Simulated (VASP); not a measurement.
# AlGa2As3 (P3m1) in VASP: a series of runs, part 2 of 2

VASP 6.6.1.

## (4) Relaxation of cell and atoms, PBE

INCAR

```
SYSTEM = AlGa2As3
PREC     = Accurate       ! precision mode
ENCUT    = 600            ! plane-wave cutoff, eV
EDIFF    = 1E-7           ! SCF threshold, eV
ISMEAR   = 0              ! smearing method
SIGMA    = 0.1            ! smearing width, eV
LREAL    = .False.        ! projectors in reciprocal space
LASPH    = .True.         ! aspherical terms in the spheres
NELM     = 60             ! most SCF steps
ALGO     = Normal         ! electronic algorithm
ISIF     = 3              ! what is computed and relaxed
LWAVE    = .False.        ! write WAVECAR
LCHARG   = .False.        ! write CHGCAR
GGA      = PE             ! functional
IBRION   = 2              ! ionic algorithm
NSW      = 90             ! ionic steps
EDIFFG   = -0.04          ! ionic threshold
```

KPOINTS

```
regular mesh
0
Gamma
  6 6 2
  0 0 0
```

POSCAR

```
AlGa2As3
1.0
    3.8843796000      0.0000000000      0.0000000000
   -1.9421898000      3.3639714100      0.0000000000
    0.0000000000      0.0000000000      9.5147479900
Al Ga As
1 2 3
Direct
    0.0000000000      0.0000000000      0.0000000000
    0.3333333300      0.6666666700      0.6666666700
    0.6666666700      0.3333333300      0.3333333300
    0.3333333300      0.6666666700      0.9166666700
    0.6666666700      0.3333333300      0.5833333300
    0.0000000000      0.0000000000      0.2500000000
```

Command:

```
$ cat potpaw_PBE.64/Al/POTCAR potpaw_PBE.64/Ga_d/POTCAR potpaw_PBE.64/As/POTCAR > POTCAR
$ mpirun -np 1 vasp_std > vasp.out
```

Wall time 1.7 min (1 thread of Intel Xeon 6975P-C (Granite Rapids), shared host); peak memory 0.31 GiB.

Results (log left out):

| Item | Value |
| --- | --- |
| Free energy | -25.8947 eV |
| Relaxed volume | 23.67 Å³/atom |
| Relaxed cell | a = 4.062 Å, b = 4.062 Å, c = 9.937 Å, α = 90.00°, β = 90.00°, γ = 120.00° |
| Space group after relaxing (to 0.1 Å) | P3m1 (No. 156) |
| Energy gained by relaxing | 93.6 meV/atom |
| Ionic steps | 5 |
| Pressure after relaxing | 0.1 GPa |
| Largest force after relaxing | 0.035 eV/Å |
| Band gap on the k mesh | 0.52 eV |

Forces in eV/Å, atoms in the order of the input:
```
Al   0.000  0.000 -0.019
Ga   0.000  0.000  0.011
Ga   0.000  0.000 -0.011
As   0.000  0.000  0.035
As   0.000  0.000  0.007
As   0.000  0.000 -0.022
```

Step by step:
```csv
step,energy change (eV),largest force (eV/Å),pressure (GPa),volume (Å³)
1,0.0000,0.1120,11.43,124.33
2,-0.4226,0.0628,-3.79,152.88
3,-0.5615,0.0702,0.01,142.08
4,-0.5614,0.0699,-0.15,142.45
5,-0.5618,0.0347,0.05,142.01
```

Final structure:
```
Al Ga As
1.0
     4.06226    0.00000    0.00000
    -2.03113    3.51802    0.00000
     0.00000    0.00000    9.93713
Al Ga As
1 2 3
Direct
  0.00000 0.00000 0.99970
  0.33333 0.66667 0.66654
  0.66667 0.33333 0.33354
  0.33333 0.66667 0.91736
  0.66667 0.33333 0.58326
  0.00000 0.00000 0.24959
```

Levels at points of the mesh, in eV from the valence-band top:
| k point | band 18 | band 19 | band 20 | band 21 | band 22 | band 23 | band 24 | band 25 | band 26 |
| --- | --- | --- | --- | --- | --- | --- | --- | --- | --- |
| (0.00, 0.00, 0.00) | -0.74 | -0.74 | -0.02 | 0.00 | 0.00 | 0.52 | 1.20 | 1.84 | 3.86 |
| (0.50, 0.00, 0.00) | -2.39 | -2.38 | -2.28 | -1.48 | -1.41 | 1.50 | 1.80 | 2.34 | 2.60 |
| (0.00, 0.00, 0.50) | -1.02 | -0.43 | -0.43 | -0.23 | -0.23 | 1.09 | 1.54 | 2.19 | 4.28 |
| (0.50, 0.00, 0.50) | -2.92 | -2.14 | -2.10 | -0.99 | -0.99 | 1.17 | 1.89 | 2.04 | 3.40 |

## (5) Single point, PBE

This run uses another cell than the first one, of 23.64 Å³/atom.

INCAR

```
PREC = Accurate ; ENCUT = 520
EDIFF = 1E-6 ; ISMEAR = 0
SIGMA = 0.02 ; LREAL = False
LASPH = True ; NELM = 60
ALGO = Normal ; ISIF = 2
LWAVE = False ; LCHARG = False
GGA = PE ; NBANDS = 31
```

KPOINTS

```
Automatic mesh
0
Gamma
  12 12 4
```

POSCAR

```
AlGa2As3
1.0
    4.0590980487      0.0000000000      0.0000000000
   -2.0295490244      3.5152820266      0.0000000000
    0.0000000000      0.0000000000      9.9397765414
Al Ga As
1 2 3
Direct
    0.0000000000      0.0000000000      0.9995024143
    0.3333333333      0.6666666667      0.6668940676
    0.6666666667      0.3333333333      0.3333963984
    0.3333333333      0.6666666667      0.9176312279
    0.6666666667      0.3333333333      0.5833111936
    0.0000000000      0.0000000000      0.2492646981
```

Potentials or basis: VASP PAW PBE potentials, release 64 (Al, Ga_d, As).

Command:

```
$ cat potpaw_PBE.64/Al/POTCAR potpaw_PBE.64/Ga_d/POTCAR potpaw_PBE.64/As/POTCAR > POTCAR
$ mpirun -np 1 vasp_std > vasp.out
```

OUTCAR:

```text
PREC = Accurate
   ENCUT = 520
   EDIFF = 1E-6
   ISMEAR = 0
   LREAL = False
   LASPH = True
   NELM = 60
   ISIF = 2
   GGA = PE

 ion  position               nearest neighbor table
   1  0.000  0.000  1.000-   4 2.48   4 2.48   4 2.48   6 2.48
   2  0.333  0.667  0.667-   5 2.49   5 2.49   5 2.49   4 2.49
   3  0.667  0.333  0.333-   5 2.48   6 2.49   6 2.49   6 2.49
   4  0.333  0.667  0.918-   1 2.48   1 2.48   1 2.48   2 2.49
   5  0.667  0.333  0.583-   3 2.48   2 2.49   2 2.49   2 2.49
   6  0.000  0.000  0.249-   1 2.48   3 2.49   3 2.49   3 2.49
[... 1023 lines left out ...]
  -------------------------------------------------------------------------------------
  Total        0.1421109      0.1421109      0.1498117     -0.0000000      0.0000000     -0.0000000
  in kB        1.6053576      1.6053576      1.6923491     -0.0000000      0.0000000     -0.0000000
  external PRESSURE =       1.6343547 kB  Pullay stress =       0.0000000 kB

 VOLUME and BASIS-vectors are now :
 -----------------------------------------------------------------------------
  energy-cutoff  :      520.00
  volume of cell :      141.83
      direct lattice vectors                 reciprocal lattice vectors
     4.059098049  0.000000000  0.000000000     0.246360149  0.142236098  0.000000000
    -2.029549024  3.515282027  0.000000000     0.000000000  0.284472197  0.000000000
     0.000000000  0.000000000  9.939776541     0.000000000  0.000000000  0.100605883

 POSITION                                       TOTAL-FORCE (eV/Angst)
 -----------------------------------------------------------------------------------
      0.00000      0.00000      9.93483        -0.000000      0.000000      0.000063
     -0.00000      2.34352      6.62878        -0.000000      0.000000     -0.002871
      2.02955      1.17176      3.31389         0.000000     -0.000000     -0.002471
     -0.00000      2.34352      9.12105         0.000000      0.000000      0.004843
      2.02955      1.17176      5.79798        -0.000000      0.000000      0.002112
      0.00000      0.00000      2.47764        -0.000000      0.000000     -0.001675
 -----------------------------------------------------------------------------------
    total drift:                                0.000003     -0.000003      0.000244

  FREE ENERGIE OF THE ION-ELECTRON SYSTEM (eV)
  ---------------------------------------------------
  free  energy   TOTEN  =       -25.9300818710 eV

  energy  without entropy=      -25.9300818710  energy(sigma->0) =      -25.93008187
```

OSZICAR:

```text
N       E                     dE             d eps       ncg     rms          rms(c)
DAV:   1     0.314048397559E+03    0.31405E+03   -0.19170E+04  4502   0.170E+03
DAV:   2     0.151669365340E+02   -0.29888E+03   -0.28413E+03  4683   0.450E+02
DAV:   3    -0.246943428358E+02   -0.39861E+02   -0.38945E+02  5134   0.123E+02
DAV:   4    -0.264029586260E+02   -0.17086E+01   -0.17034E+01  5324   0.271E+01
DAV:   5    -0.264474416873E+02   -0.44483E-01   -0.44466E-01  5597   0.406E+00    0.499E+00
DAV:   6    -0.259848305831E+02    0.46261E+00   -0.74249E-01  6164   0.966E+00    0.285E+00
DAV:   7    -0.259276612817E+02    0.57169E-01   -0.45421E-01  5082   0.296E+00    0.963E-01
DAV:   8    -0.259292322423E+02   -0.15710E-02   -0.62316E-02  5229   0.269E+00    0.200E-01
DAV:   9    -0.259295747215E+02   -0.34248E-03   -0.70750E-03  5631   0.120E+00    0.860E-02
DAV:  10    -0.259299157905E+02   -0.34107E-03   -0.10017E-03  5587   0.320E-01    0.371E-02
DAV:  11    -0.259300692219E+02   -0.15343E-03   -0.20288E-04  5451   0.234E-01    0.116E-02
DAV:  12    -0.259300777110E+02   -0.84891E-05   -0.24626E-05  5864   0.504E-02    0.653E-03
DAV:  13    -0.259300814569E+02   -0.37458E-05   -0.89676E-06  4999   0.221E-02    0.264E-03
DAV:  14    -0.259300818710E+02   -0.41417E-06   -0.40360E-07  3435   0.180E-02
   1 F= -.25930082E+02 E0= -.25930082E+02  d E =-.144864E-13
```

stdout:

```text
POSCAR found type information on POSCAR AlGaAs
 POSCAR found :  3 types and       6 ions
 scaLAPACK will be used
 LDA part: xc-table for (Slater+PW92), standard interpolation
 POSCAR, INCAR and KPOINTS ok, starting setup
 FFT: planning ... GRIDC
 FFT: planning ... GRID_SOFT
 FFT: planning ... GRID
 WAVECAR not read
 entering main loop
```

Wall time 2.1 min (1 thread of Intel Xeon 6975P-C (Granite Rapids), shared host); peak memory 0.44 GiB.

Results:

| Property | Result |
| --- | --- |
| Free energy | -25.9301 eV |
| Pressure | 0.2 GPa |
| Largest force | 0.005 eV/Å |
| Band gap on the k mesh | 0.53 eV |

Forces on the atoms (eV/Å):
```
Al   0.000  0.000  0.000
Ga   0.000  0.000 -0.003
Ga   0.000  0.000 -0.002
As   0.000  0.000  0.005
As   0.000  0.000  0.002
As   0.000  0.000 -0.002
```

Levels at points of the mesh, in eV from the valence-band top:
| k point | band 19 | band 20 | band 21 | band 22 | band 23 | band 24 | band 25 | band 26 |
| --- | --- | --- | --- | --- | --- | --- | --- | --- |
| (0.00, 0.00, 0.00) | -0.74 | -0.03 | 0.00 | 0.00 | 0.53 | 1.22 | 1.85 | 3.86 |
| (0.50, 0.00, 0.00) | -2.39 | -2.29 | -1.49 | -1.41 | 1.49 | 1.80 | 2.34 | 2.60 |
| (0.00, 0.00, 0.50) | -0.43 | -0.43 | -0.23 | -0.23 | 1.11 | 1.56 | 2.19 | 4.29 |
| (0.50, 0.00, 0.50) | -2.15 | -2.10 | -1.00 | -1.00 | 1.17 | 1.89 | 2.05 | 3.39 |

## (6) The runs side by side

```csv
task,cell,k mesh,cutoff (eV),smearing,gap on the mesh (eV),pressure (GPa),largest force (eV/Å)
single point,"a = 3.884, b = 3.884, c = 9.515 Å, angles 90.0, 90.0, 120.0°, 6 atoms, atomic positions A",6 × 6 × 2,520,gaussian 0.1 eV,1.23,11.4,0.11
single point,"a = 4.061, b = 4.061, c = 9.921 Å, angles 90.0, 90.0, 120.0°, 6 atoms, atomic positions B",6 × 6 × 2,520,gaussian 0.1 eV,0.54,0.2,0.01
relaxation of cell and atoms,"relaxed from a = 3.884, b = 3.884, c = 9.515 Å, angles 90.0, 90.0, 120.0°, 6 atoms, atomic positions A",6 × 6 × 2,600,gaussian 0.1 eV,0.52,0.1,0.03
single point,"a = 4.059, b = 4.059, c = 9.940 Å, angles 90.0, 90.0, 120.0°, 6 atoms, atomic positions B",12 × 12 × 4,520,gaussian 0.02 eV,0.53,0.2,-
```

Alike in all rows: level PBE; potentials or basis VASP PAW PBE potentials, release 64 (Al, Ga_d, As); no spin polarisation.

Caveats: the cell stands under pressure (at least some runs).

Absolute energies hang on the potentials; compare differences alone.
